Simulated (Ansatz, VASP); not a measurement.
**One calculation of LiH2, two programs**

File INCAR:

```
ALGO = Normal
EDIFF = 1E-6
EDIFFG = -0.01
ENCUT = 600
GGA = PE
IBRION = 2
ISIF = 3
ISMEAR = 0
LASPH = True
LCHARG = False
LREAL = False
LWAVE = False
NELM = 60
NSW = 100
PREC = Accurate
SIGMA = 0.02
```

The input KPOINTS:

```
k-points
0
Gamma
  8 8 8
```

The input POSCAR:

```
LiH2
1.0
   -2.4077216778      2.4077216778      3.2606225800
    2.4077216778     -2.4077216778      3.2606225800
    2.4077216778      2.4077216778     -3.2606225800
Li H
2 4
Direct
    0.0000000000      0.5000000000      0.5000000000
    0.5000000000      0.0000000000      0.5000000000
    0.3621595959      0.3621595959      0.7243191918
    0.3621595959      0.6378404041      0.0000000000
    0.6378404041      0.3621595959      0.0000000000
    0.6378404041      0.6378404041      0.2756808082
```

Input for Ansatz:

```yaml
crystal:
  lattice:
    - [-2.4077216778, 2.4077216778, 3.26062258]
    - [2.4077216778, -2.4077216778, 3.26062258]
    - [2.4077216778, 2.4077216778, -3.26062258]
  atoms:
    - { symbol: Li, position: [0.0, 0.5, 0.5] }
    - { symbol: Li, position: [0.5, 0.0, 0.5] }
    - { symbol: H, position: [0.3621595959, 0.3621595959, 0.7243191918] }
    - { symbol: H, position: [0.3621595959, 0.6378404041, 0.0] }
    - { symbol: H, position: [0.6378404041, 0.3621595959, 0.0] }
    - { symbol: H, position: [0.6378404041, 0.6378404041, 0.2756808082] }
basis:
  ecutwfc: 420
kpoints:
  mp_grid: { grid: [8, 8, 8] }
hamiltonian:
  xc: pbe
scf:
  occupations: { method: gaussian, width: 0.02 }
output:
  forces: true
  stress: true
  eigenvalues: true
  write_density: true
  write_potential: true
  elf: true
  volumetric_format: npy
relax:
  adjacent_minimum: "off"
  f_tol: 0.01
  max_steps: 80
  cell: { stress_tol: 0.05 }
```

Alike in both runs: task relaxation of cell and atoms; functional PBE; k mesh 8 × 8 × 8; occupations gaussian, width 0.02 eV; no spin polarisation.

|  | VASP | Ansatz |
| --- | --- | --- |
| version | VASP 6.6.1 | Ansatz 0.2.0 |
| potentials or method | VASP PAW PBE potentials, release 64 (Li_sv, H), cutoff 600 eV | scalar-relativistic, plane waves, PAW |
| valence electrons in the cell | 10 | 10 |

Ansatz gave:

| Property | Result |
| --- | --- |
| gap on the k mesh at the Fermi level, each at its own relaxed structure (eV) | 1.59 |
| relaxed volume (Å³/atom) | 12.84 |
| relaxed cell length with the largest relative difference (Å) | 4.757 |

Question: Which values does VASP return?

Answer: gap on the k mesh at the Fermi level, each at its own relaxed structure (eV): 1.54; relaxed volume (Å³/atom): 12.60; relaxed cell length with the largest relative difference (Å): 4.714.

Noted on VASP's run: the cutoff is short for stress, so the pressure is rough.
